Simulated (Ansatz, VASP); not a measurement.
## One calculation of W2AuN3, two programs

```
W Au N
1.0
     4.45398    0.00000    0.00000
    -2.22699    3.85726    0.00000
     0.00000    0.00000    6.33989
W Au N
2 1 3
Cartesian
  0.0000 2.5715 0.2566
  2.2270 1.2858 5.8274
  2.2270 1.2858 2.1048
  0.0000 2.5715 3.5009
  0.0000 2.5715 4.6409
  2.2270 1.2858 4.0898
```

Alike in both runs: functional PBE; k mesh 3 × 3 × 2; occupations gaussian, width 0.15 eV; no spin polarisation.

Ansatz relaxed the structure, and its values are those at the end. VASP's run is a single point on that final structure, the one shown.

|  | VASP | Ansatz |
| --- | --- | --- |
| version | VASP 6.6.1 | Ansatz 0.2.0 |
| potentials or method | VASP PAW PBE potentials, release 64 (W_sv, Au_sv_GW, N), cutoff 700 eV | scalar-relativistic, plane waves, PAW |
| valence electrons in the cell | 62 | 62 |

|  | VASP | Ansatz | Ansatz less VASP |
| --- | --- | --- | --- |
| gap on the k mesh at the Fermi level (eV) | none | none | - |
| pressure (GPa) | 0.9 | 0.2 | -0.66 |
| rms of the force components (eV/Å) | 0.290 | 0.020 | -0.2697 |

A gap of «none» marks a metal or a gap that the smearing closes. With one functional, cell and mesh, what is left measures potentials, basis and numerics.

The k mesh is coarse, so the values compare programs but aren't converged. Spin-orbit coupling is off throughout. Noted on VASP's run: the standard files for N, O and F lose accuracy on very short bonds.
